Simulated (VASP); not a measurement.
A run of VASP 6.6.1 is set up as follows.

INCAR

```
PREC = Accurate ; ENCUT = 600
EDIFF = 1E-6 ; ISMEAR = 0
SIGMA = 0.01 ; LREAL = F
LASPH = T ; NELM = 120
ALGO = Normal ; ISIF = 2
LWAVE = F ; LCHARG = F
GGA = PS ; NBANDS = 11
GGA_COMPAT = F
```

KPOINTS

```
Automatic mesh
0
Gamma
  4 4 4
```

Contents of POSCAR:

```
MgS
1.0
    0.0000000000      2.8257734648      2.8257734648
    2.8257734648      0.0000000000      2.8257734648
    2.8257734648      2.8257734648      0.0000000000
Mg S
1 1
Direct
    0.0000000000      0.0000000000      0.0000000000
    0.2500000000      0.2500000000      0.2500000000
```

Potentials or basis: VASP PAW PBE potentials, release 64 (Mg, S).

The run is started by

```console
$ cat potpaw_PBE.64/Mg/POTCAR potpaw_PBE.64/S/POTCAR > POTCAR
$ mpirun -np 1 vasp_std > vasp.out
```

(1) What does it give for the band gap on the k mesh?

(2) What does it give for the pressure?

## Answers

(1) 3.32 eV, direct.

(2) 0.0 GPa.

Caveat: the k points lie up to 0.48 Å⁻¹ apart; the PAW data sets were made with another functional, which shifts forces and pressure a little.
